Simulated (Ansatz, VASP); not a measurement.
## Ta in VASP and in Ansatz

Contents of INCAR:

```
  PREC = Accurate
  ENCUT = 600
  EDIFF = 1E-6
  ISMEAR = -1
  SIGMA = 0.05
  LREAL = F
  LASPH = T
  NELM = 100
  ALGO = Fast
  ISIF = 3
  LWAVE = F
  LCHARG = F
  GGA = RE
  IVDW = 12
  IBRION = 2
  NSW = 60
  EDIFFG = -0.01
```

File KPOINTS:

```
Automatic mesh
0
Gamma
  11 11 11
```

Contents of POSCAR:

```
Ta
1.0
   -1.6512800000      1.6512800000      1.6512800000
    1.6512800000     -1.6512800000      1.6512800000
    1.6512800000      1.6512800000     -1.6512800000
Ta
1
Direct
    0.0000000000      0.0000000000      0.0000000000
```

Contents of input.yaml:

```yaml
crystal:
  lattice:
    - [-1.65128, 1.65128, 1.65128]
    - [1.65128, -1.65128, 1.65128]
    - [1.65128, 1.65128, -1.65128]
  atoms:
    - { symbol: Ta, position: [0.0, 0.0, 0.0] }
hamiltonian:
  xc: revpbe
  pseudopotentials: { kind: paw }
  dispersion: d3bj
kpoints:
  mp_grid: { grid: [11, 11, 11] }
scf:
  occupations: { method: fermi_dirac, width: 0.05 }
output:
  forces: true
  stress: true
  write_density: true
  write_potential: true
  elf: true
  volumetric_format: npy
relax:
  f_tol: 0.01
  max_steps: 40
  cell: { stress_tol: 0.05 }
```

Alike in both runs: task relaxation of cell and atoms; functional revPBE; dispersion D3(BJ); k mesh 11 × 11 × 11; occupations fermi-dirac, width 0.05 eV; no spin polarisation.

|  | VASP | Ansatz |
| --- | --- | --- |
| version | VASP 6.6.1 | Ansatz 0.2.0 |
| potentials or method | VASP PAW PBE potentials, release 64 (Ta_pv) | Ansatz PAW |
| plane-wave cutoff (eV) | 600 | 420 |
| valence electrons in the cell | 11 | 13 |

|  | VASP | Ansatz | Ansatz less VASP |
| --- | --- | --- | --- |
| gap on the k mesh at the Fermi level, each at its own relaxed structure (eV) | none | none | - |
| relaxed volume (Å³/atom) | 17.52 | 17.50 | -0.017 |
| relaxed cell length with the largest relative difference (Å) | 2.834 | 2.833 | -0.0009 |

VASP's potentials were made for PBE, not for revPBE. A gap of «none» marks a metal or a gap that the smearing closes. VASP's potentials hold 11 valence electrons a cell and Ansatz's 13, so a difference there can come from the potentials and not from the codes.

Spin-orbit coupling is off throughout. Noted on Ansatz's run: the plane-wave basis is chosen anew once the cell has moved, so the energies of steps on either side of that aren't comparable.
